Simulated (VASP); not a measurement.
# ZnO (P6_3mc) in VASP: a series of runs

ZnO is run at these levels: r2SCAN; tasks: single point.

All numbers are computed with VASP 6.6.1; they aren't measurements. Logs are shortened: lines on timing, memory, paths and dates and some standing lists are left out, and cuts for length are marked.

### 1 The cell of the first run

It takes space group P6_3mc (No. 186, hexagonal). Conventional cell: a = 3.203 Å, b = 3.203 Å, c = 5.243 Å, α = 90.00°, β = 90.00°, γ = 120.00°. Within 2.6 Å of Zn (site symmetry 3m) lie 4 O at 1.95 to 1.99 Å. O (site symmetry 3m) has 4 Zn at 1.95 to 1.99 Å within 2.6 Å.

### 2 Single point, r2SCAN (in-plane strain -0.01)

File POSCAR:

```
ZnO
1.0
    3.2028435021      0.0000000000      0.0000000000
   -1.6014217510      2.7737438371      0.0000000000
    0.0000000000      0.0000000000      5.2426945155
Zn O
2 2
Direct
    0.3333333333      0.6666666667      0.4996928418
    0.6666666667      0.3333333333     -0.0003071582
    0.6666666667      0.3333333333      0.3793171582
    0.3333333333      0.6666666667      0.8793171582
```

File INCAR.step1:

```
PREC = Accurate ; ENCUT = 520
ISMEAR = 0 ; SIGMA = 0.01
LREAL = F ; LASPH = T
NELM = 80 ; NBANDS = 26
GGA = PE ; ALGO = Normal
EDIFF = 1E-4 ; LWAVE = T
LCHARG = F
```

File INCAR.step2:

```
PREC = Accurate ; ENCUT = 520
EDIFF = 1E-6 ; ISMEAR = 0
SIGMA = 0.01 ; LREAL = F
LASPH = T ; NELM = 80
ALGO = Normal ; ISIF = 2
LWAVE = F ; LCHARG = F
METAGGA = R2SCAN ; LMIXTAU = T
NBANDS = 26 ; ISTART = 1
```

File KPOINTS:

```
Automatic mesh
0
Gamma
  8 8 4
```

Potentials or basis: VASP PAW PBE potentials, release 64 (Zn, O).

The run is started by

```bash
$ cat potpaw_PBE.64/Zn/POTCAR potpaw_PBE.64/O/POTCAR > POTCAR
$ cp INCAR.step1 INCAR
$ mpirun -np 1 vasp_std > vasp.out
$ cp INCAR.step2 INCAR
$ mpirun -np 1 vasp_std > vasp.out
```

OUTCAR:

```text
PREC = Accurate
   ENCUT = 520
   EDIFF = 1E-6
   ISMEAR = 0
   LREAL = F
   LASPH = T
   NELM = 80
   ISIF = 2
   METAGGA = R2SCAN
   ISTART = 1

 ion  position               nearest neighbor table
   1  0.333  0.667  0.500-   3 1.95   3 1.95   3 1.95   4 1.99
   2  0.667  0.333  1.000-   4 1.95   4 1.95   4 1.95   3 1.99
   3  0.667  0.333  0.379-   1 1.95   1 1.95   1 1.95   2 1.99
   4  0.333  0.667  0.879-   2 1.95   2 1.95   2 1.95   1 1.99

  LATTYP: Found a hexagonal cell.
 ALAT       =     3.2028435021
 C/A-ratio  =     1.6368875070

  Lattice vectors:

 A1 = (   3.2028435021,   0.0000000000,   0.0000000000)
 A2 = (  -1.6014217510,   2.7737438371,   0.0000000000)
 A3 = (   0.0000000000,   0.0000000000,   5.2426945155)

Analysis of symmetry for initial positions (statically):
=====================================================================
 Subroutine PRICEL returns:
 Original cell was already a primitive cell.

 Routine SETGRP: Setting up the symmetry group for a
 hexagonal supercell.

 Subroutine GETGRP returns: Found 12 space group operations
 (whereof  6 operations were pure point group operations)
 out of a pool of 24 trial point group operations.

The static configuration has the point symmetry C_3v.
 The point group associated with its full space group is C_6v.

Analysis of symmetry for dynamics (positions and initial velocities):
=====================================================================
 Subroutine PRICEL returns:
 Original cell was already a primitive cell.

 Routine SETGRP: Setting up the symmetry group for a
 hexagonal supercell.

 Subroutine GETGRP returns: Found 12 space group operations
 (whereof  6 operations were pure point group operations)
 out of a pool of 24 trial point group operations.

The dynamic configuration has the point symmetry C_3v.
 The point group associated with its full space group is C_6v.

 Subroutine INISYM returns: Found 12 space group operations
 (whereof  6 operations are pure point group operations),
 and found     1 'primitive' translations

----------------------------------------------------------------------------------------

                                     Primitive cell

  volume of cell :      46.5754

  direct lattice vectors                    reciprocal lattice vectors
     3.202843502  0.000000000  0.000000000     0.312222561  0.180261780  0.000000000
    -1.601421751  2.773743837  0.000000000     0.000000000  0.360523559  0.000000000
     0.000000000  0.000000000  5.242694516     0.000000000  0.000000000  0.190741611

  length of vectors
     3.202843502  3.202843502  5.242694516     0.360523559  0.360523559  0.190741611

  position of ions in fractional coordinates (direct lattice)
     0.333333333  0.666666667  0.499692842
     0.666666667  0.333333333  0.999692842
     0.666666667  0.333333333  0.379317158
     0.333333333  0.666666667  0.879317158

  ion indices of the primitive-cell ions
   primitive index   ion index
                 1           1
                 2           2
                 3           3
                 4           4

----------------------------------------------------------------------------------------

 KPOINTS: Automatic mesh

Automatic generation of k-mesh.
 Grid dimensions read from file:
 generate k-points for:    8    8    4

 Generating k-lattice:

  Cartesian coordinates                     Fractional coordinates (reciprocal lattice)
     0.039027820  0.022532722  0.000000000     0.125000000  0.000000000  0.000000000
     0.000000000  0.045065445  0.000000000     0.000000000  0.125000000  0.000000000
     0.000000000  0.000000000  0.047685403     0.000000000  0.000000000  0.250000000

  Length of vectors
     0.045065445  0.045065445  0.047685403

  Shift w.r.t. Gamma in fractional coordinates (k-lattice)
     0.000000000  0.000000000  0.000000000

 Subroutine IBZKPT returns following result:
 ===========================================

 Found     30 irreducible k-points:

 Following reciprocal coordinates:
            Coordinates               Weight
  0.000000  0.000000  0.000000      1.000000
  0.125000  0.000000  0.000000      6.000000
  0.250000  0.000000  0.000000      6.000000
  0.375000  0.000000  0.000000      6.000000
  0.500000  0.000000  0.000000      3.000000
  0.125000  0.125000  0.000000      6.000000
[... 16 lines left out ...]
  0.250000  0.000000  0.500000      6.000000
  0.375000  0.000000  0.500000      6.000000
 [... further k-points ...]
   k-points           NKPTS =     30   k-points in BZ     NKDIM =     30   number of bands    NBANDS=     26
   number of dos      NEDOS =    301   number of ions     NIONS =      4
   total plane-waves  NPLWV =  23040
   dimension x,y,z NGX =    24 NGY =   24 NGZ =   40
   dimension x,y,z NGXF=    48 NGYF=   48 NGZF=   80
   ions per type =               2   2
   NGX,Y,Z   is equivalent  to a cutoff of  12.46, 12.46, 12.68 a.u.
   NGXF,Y,Z  is equivalent  to a cutoff of  24.91, 24.91, 25.37 a.u.
 SYSTEM =  unknown system
   PREC   = accura    normal or accurate (medium, high low for compatibility)
   ISTART =      1    job   : 0-new  1-cont  2-samecut
   ICHARG =      0    charge: 1-file 2-atom 10-const
   ISPIN  =      1    spin polarized calculation?
   LNONCOLLINEAR =      F non collinear calculations
   LSORBIT =      F    spin-orbit coupling
   LASPH  =      T    aspherical Exc in radial PAW
   ENCUT  =  520.0 eV  38.22 Ry    6.18 a.u.   5.96  5.96  9.75*2*pi/ulx,y,z
   NELM   =     80;   NELMIN=  2; NELMDL=  0     # of ELM steps
   EDIFF  = 0.1E-05   stopping-criterion for ELM
   LREAL  =      F    real-space projection
   EDIFFG = 0.1E-04   stopping-criterion for IOM
   NSW    =      0    number of steps for IOM
   IBRION =     -1    ionic relax: 0-MD 1-quasi-New 2-CG
   NFREE  =      0    steps in history (QN), initial steepest desc. (CG)
   ISIF   =      2    stress and relaxation
   ISYM   =      2    0-nonsym 1-usesym 2-fastsym
   POTIM  = 0.5000    time-step for ionic-motion
   TEBEG  =    0.0;   TEEND  =   0.0 temperature during run
   PSTRESS=    0.0 pullay stress
   NELECT =      36.0000    total number of electrons
   NUPDOWN=      -1.0000    fix difference up-down
   EMIN   =  10.00;   EMAX   =-10.00  energy-range for DOS
   EFERMI =   0.00;   METHOD = LEGACY
   ISMEAR =     0;   SIGMA  =   0.01  broadening in eV -4-tet -1-fermi 0-gaus
   EFERMI_NEDOS =   21; number of points for ismear=-14 and -15
   IALGO  =     38    algorithm
   IMIX   =      4    mixing-type and parameters
     AMIX     =   0.40;   BMIX     =  1.00
     AMIX_MAG =   1.60;   BMIX_MAG =  1.00
  volume/ion in A,a.u.               =      11.64        78.58
  Fermi-wavevector in a.u.,A,eV,Ry     =   1.502416  2.839154 30.711792  2.257253
  Thomas-Fermi vector in A             =   2.613659
   LORBIT       =      0    0 simple, 1 ext, 2 COOP (PROOUT), +10 PAW based schemes
   METAGGA = R2SCAN    functional components
   LHFCALC =     F    Hartree Fock is set to
   AEXX    =    0.0000 exact exchange contribution
   IVDW    =     0    specifies the selected vdW correction
   LEPSILON=     F    determine dielectric tensor
   LRPA    =     F    only Hartree local field effects (RPA)
 non-spin polarized calculation
 Gauss-broadening in eV      SIGMA  =   0.01
  energy-cutoff  :      520.00
  volume of cell :       46.58
 maximum number of plane-waves:      1284
 NGX is ok and might be reduce to    24
   NGX = 11   NGY = 11   NGZ = 19

 number of electron      36.0000000 magnetization

 Free energy of the ion-electron system (eV)
  ---------------------------------------------------
  ext. energy  EPLUGINS =         0.00000000
  ---------------------------------------------------
  free energy    TOTEN  =       -36.30197872 eV

  energy without entropy =      -36.30197872  energy(sigma->0) =      -36.30197872

 E-fermi :   1.1395     XC(G=0): -11.7894

 val. band max:        1.0696240773   @ k =   0.0000   0.0000   0.0000
 cond. band min:       2.2996500010   @ k =   0.0000   0.0000   0.0000
 fundamental gap:      1.2300259238
 Fermi energy:         1.1394781322

 k-point     1 :       0.0000    0.0000    0.0000
  band No.  band energies     occupation
      1     -18.2155      2.00000
      2     -17.5239      2.00000
      3      -4.8925      2.00000
      4      -4.8925      2.00000
      5      -4.8556      2.00000
      6      -4.8264      2.00000
[... 18 lines left out ...]
     25      16.3868      0.00000
     26      16.3870      0.00000

 k-point     2 :       0.1250    0.0000    0.0000
  band No.  band energies     occupation
      1     -18.1296      2.00000
      2     -17.4835      2.00000
      3      -4.9887      2.00000
      4      -4.8386      2.00000
      5      -4.7790      2.00000
      6      -4.7425      2.00000
[... 18 lines left out ...]
     25      16.0256      0.00000
     26      16.5572      0.00000

 k-point     3 :       0.2500    0.0000    0.0000
  band No.  band energies     occupation
      1     -17.9086      2.00000
      2     -17.3924      2.00000
      3      -5.1559      2.00000
      4      -4.8003      2.00000
      5      -4.7186      2.00000
      6      -4.5832      2.00000
[... 18 lines left out ...]
     25      15.5131      0.00000
     26      16.3503      0.00000

 k-point     4 :       0.3750    0.0000    0.0000
  band No.  band energies     occupation
      1     -17.6551      2.00000
      2     -17.3224      2.00000
      3      -5.1973      2.00000
      4      -4.8646      2.00000
      5      -4.6235      2.00000
      6      -4.3488      2.00000
[... 18 lines left out ...]
     25      15.3508      0.00000
     26      16.3743      0.00000
[... 496 lines left out ...]
      1     -17.8133      2.00000
      2     -17.8133      2.00000
      3      -5.1308      2.00000
      4      -5.1308      2.00000
      5      -4.7523      2.00000
      6      -4.7523      2.00000
[... 18 lines left out ...]
     25      15.4595      0.00000
     26      15.4595      0.00000

 k-point    23 :       0.2500    0.0000    0.5000
  band No.  band energies     occupation
      1     -17.6514      2.00000
      2     -17.6514      2.00000
      3      -5.2313      2.00000
      4      -5.2313      2.00000
      5      -4.5909      2.00000
      6      -4.5909      2.00000
[... 18 lines left out ...]
     25      15.7033      0.00000
     26      15.7033      0.00000

 k-point    24 :       0.3750    0.0000    0.5000
  band No.  band energies     occupation
      1     -17.4839      2.00000
      2     -17.4839      2.00000
      3      -5.2836      2.00000
      4      -5.2836      2.00000
      5      -4.4229      2.00000
      6      -4.4229      2.00000
[... 18 lines left out ...]
     25      15.8108      0.00000
     26      15.8108      0.00000

 [... further k-points ...]
[... 5 lines left out ...]
  --------------------------------------------------------------------------------------
  -------------------------------------------------------------------------------------
  Total        1.3622231      1.3622231      0.1899894      0.0000000     -0.0000000      0.0000000
  in kB       46.8599905     46.8599905      6.5355688      0.0000000     -0.0000000      0.0000000
  external PRESSURE =      33.4185166 kB  Pullay stress =       0.0000000 kB

 VOLUME and BASIS-vectors are now :
 -----------------------------------------------------------------------------
  energy-cutoff  :      520.00
  volume of cell :       46.58
      direct lattice vectors                 reciprocal lattice vectors
     3.202843502  0.000000000  0.000000000     0.312222561  0.180261780  0.000000000
    -1.601421751  2.773743837  0.000000000     0.000000000  0.360523559  0.000000000
     0.000000000  0.000000000  5.242694516     0.000000000  0.000000000  0.190741611

 POSITION                                       TOTAL-FORCE (eV/Angst)
 -----------------------------------------------------------------------------------
     -0.00000      1.84916      2.61974         0.000000      0.000000      0.149432
      1.60142      0.92458      5.24108        -0.000000     -0.000000      0.149432
      1.60142      0.92458      1.98864         0.000000      0.000000     -0.149432
     -0.00000      1.84916      4.60999         0.000000     -0.000000     -0.149432
 -----------------------------------------------------------------------------------
    total drift:                                0.000001      0.000002     -0.059914

  FREE ENERGIE OF THE ION-ELECTRON SYSTEM (eV)
  ---------------------------------------------------
  free  energy   TOTEN  =       -36.3019787176 eV

  energy  without entropy=      -36.3019787176  energy(sigma->0) =      -36.30197872
```

Run time: 78 s. Hardware: 1 thread of Intel Xeon 6975P-C, shared host; peak memory 0.18 GiB.

Results:

| Quantity | Value |
| --- | --- |
| Free energy | -36.3020 eV |
| Pressure | 3.3 GPa |
| Largest force | 0.149 eV/Å |
| Band gap on the k mesh | 1.23 eV, direct |

Forces on the atoms (eV/Å):
```
Zn   0.000  0.000  0.149
Zn   0.000  0.000  0.149
O    0.000  0.000 -0.149
O    0.000  0.000 -0.149
```

Caveat: the cell differs from its parent crystal (in-plane strain -0.01); the PAW data sets were made with another functional, which shifts forces and pressure a little.

### 3 Single point, r2SCAN (in-plane strain -0.01, then relaxed in part)

File POSCAR:

```
ZnO
1.0
    3.2028435021      0.0000000000      0.0000000000
   -1.6014217510      2.7737438371      0.0000000000
    0.0000000000      0.0000000000      5.2639051268
Zn O
2 2
Direct
    0.3333333333      0.6666666667      0.5022936559
    0.6666666667      0.3333333333      0.0022936559
    0.6666666667      0.3333333333      0.3767163441
    0.3333333333      0.6666666667      0.8767163441
```

File INCAR.step1:

```
SYSTEM = ZnO
ALGO = Normal
EDIFF = 1E-4
ENCUT = 520
GGA = PE
ISMEAR = 0
LASPH = .TRUE.
LCHARG = .FALSE.
LREAL = .FALSE.
LWAVE = .TRUE.
NBANDS = 26
NELM = 60
PREC = Accurate
SIGMA = 0.01
```

File INCAR.step2:

```
SYSTEM = ZnO
ALGO = Normal
EDIFF = 1E-6
ENCUT = 520
ISIF = 2
ISMEAR = 0
ISTART = 1
LASPH = .TRUE.
LCHARG = .TRUE.
LELF = .TRUE.
LMIXTAU = .TRUE.
LREAL = .FALSE.
LVHAR = .TRUE.
LWAVE = .FALSE.
METAGGA = R2SCAN
NBANDS = 26
NELM = 60
PREC = Accurate
SIGMA = 0.01
```

File KPOINTS:

```
k-points
0
G
  8 8 4
  0 0 0
```

Potentials or basis: VASP PAW PBE potentials, release 64 (Zn, O).

The run is started by

```bash
$ cat potpaw_PBE.64/Zn/POTCAR potpaw_PBE.64/O/POTCAR > POTCAR
$ cp INCAR.step1 INCAR
$ mpirun -np 1 vasp_std > vasp.out
$ cp INCAR.step2 INCAR
$ mpirun -np 1 vasp_std > vasp.out
```

OUTCAR:

```text
SYSTEM = ZnO
   EDIFF = 1E-6
   ENCUT = 520
   ISIF = 2
   ISMEAR = 0
   ISTART = 1
   LASPH = .TRUE.
   LREAL = .FALSE.
   METAGGA = R2SCAN
   NELM = 60
   PREC = Accurate

 ion  position               nearest neighbor table
   1  0.333  0.667  0.502-   3 1.96   3 1.96   3 1.96   4 1.97
   2  0.667  0.333  0.002-   4 1.96   4 1.96   4 1.96   3 1.97
   3  0.667  0.333  0.377-   1 1.96   1 1.96   1 1.96   2 1.97
   4  0.333  0.667  0.877-   2 1.96   2 1.96   2 1.96   1 1.97

  LATTYP: Found a hexagonal cell.
 ALAT       =     3.2028435021
[... 890 lines left out ...]
     26      15.7031      0.00000

 [... further k-points ...]
[... 5 lines left out ...]
  --------------------------------------------------------------------------------------
  -------------------------------------------------------------------------------------
  Total        0.9669214      0.9669214      0.3116354      0.0000000      0.0000000     -0.0000000
  in kB       33.1277260     33.1277260     10.6769492      0.0000000      0.0000000     -0.0000000
  external PRESSURE =      25.6441338 kB  Pullay stress =       0.0000000 kB

 VOLUME and BASIS-vectors are now :
 -----------------------------------------------------------------------------
  energy-cutoff  :      520.00
  volume of cell :       46.76
      direct lattice vectors                 reciprocal lattice vectors
     3.202843502  0.000000000  0.000000000     0.312222561  0.180261780  0.000000000
    -1.601421751  2.773743837  0.000000000     0.000000000  0.360523559  0.000000000
     0.000000000  0.000000000  5.263905127     0.000000000  0.000000000  0.189973029

 POSITION                                       TOTAL-FORCE (eV/Angst)
 -----------------------------------------------------------------------------------
     -0.00000      1.84916      2.64403         0.000000      0.000000     -0.001869
      1.60142      0.92458      0.01207        -0.000000      0.000000     -0.001869
      1.60142      0.92458      1.98300         0.000000      0.000000      0.001869
     -0.00000      1.84916      4.61495        -0.000000      0.000000      0.001869
 -----------------------------------------------------------------------------------
    total drift:                                0.000001      0.000001     -0.052892

  FREE ENERGIE OF THE ION-ELECTRON SYSTEM (eV)
  ---------------------------------------------------
  free  energy   TOTEN  =       -36.3070121470 eV

  energy  without entropy=      -36.3070121470  energy(sigma->0) =      -36.30701215
```

OSZICAR.step1:

```text
N       E                     dE             d eps       ncg     rms          rms(c)
DAV:   1     0.294542767003E+03    0.29454E+03   -0.18120E+04  1600   0.203E+03
DAV:   2     0.108373114800E+02   -0.28371E+03   -0.26572E+03  1612   0.410E+02
DAV:   3    -0.204325939445E+02   -0.31270E+02   -0.30863E+02  1702   0.139E+02
DAV:   4    -0.210254102719E+02   -0.59282E+00   -0.59169E+00  1712   0.196E+01
DAV:   5    -0.210283302963E+02   -0.29200E-02   -0.29199E-02  1724   0.143E+00    0.151E+01
DAV:   6    -0.176018972266E+02    0.34264E+01   -0.65038E+00  2424   0.611E+01    0.932E+00
DAV:   7    -0.178187379897E+02   -0.21684E+00   -0.29791E+00  1598   0.169E+01    0.556E+00
DAV:   8    -0.178300666042E+02   -0.11329E-01   -0.49940E-01  2306   0.768E+00    0.165E+00
DAV:   9    -0.177776970358E+02    0.52370E-01   -0.10686E-01  2300   0.656E+00    0.294E-01
DAV:  10    -0.177805420497E+02   -0.28450E-02   -0.38278E-02  1590   0.134E+00    0.135E-01
DAV:  11    -0.177805849546E+02   -0.42905E-04   -0.52575E-04  1662   0.208E-01
   1 F= -.17780585E+02 E0= -.17780585E+02  d E =-.108084E-27
```

Run time: 80 s. Hardware: 1 thread of Intel Xeon 6975P-C, shared host; peak memory 0.18 GiB.

Results:

- Free energy: -36.3070 eV
- Pressure: 2.6 GPa
- Band gap on the k mesh: 1.22 eV, direct

Stress tensor (GPa, compression positive):
```
3.31 0.00 0.00
0.00 3.31 0.00
0.00 0.00 1.07
```

Levels at points of the mesh, in eV from the valence-band top:
| k point | band 15 | band 16 | band 17 | band 18 | band 19 | band 20 | band 21 | band 22 |
| --- | --- | --- | --- | --- | --- | --- | --- | --- |
| (0.00, 0.00, 0.00) | -0.83 | -0.11 | 0.00 | 0.00 | 1.22 | 6.00 | 8.69 | 13.98 |
| (0.50, 0.00, 0.00) | -2.92 | -2.33 | -1.38 | -0.85 | 6.48 | 7.39 | 7.93 | 9.50 |
| (0.00, 0.00, 0.50) | -0.41 | -0.41 | -0.41 | -0.41 | 3.93 | 3.93 | 10.76 | 10.76 |
| (0.50, 0.00, 0.50) | -1.54 | -1.54 | -1.52 | -1.52 | 6.22 | 6.22 | 9.25 | 9.25 |

Caveat: the cell differs from its parent crystal (in-plane strain -0.01, then relaxed in part); the PAW data sets were made with another functional, which shifts forces and pressure a little.
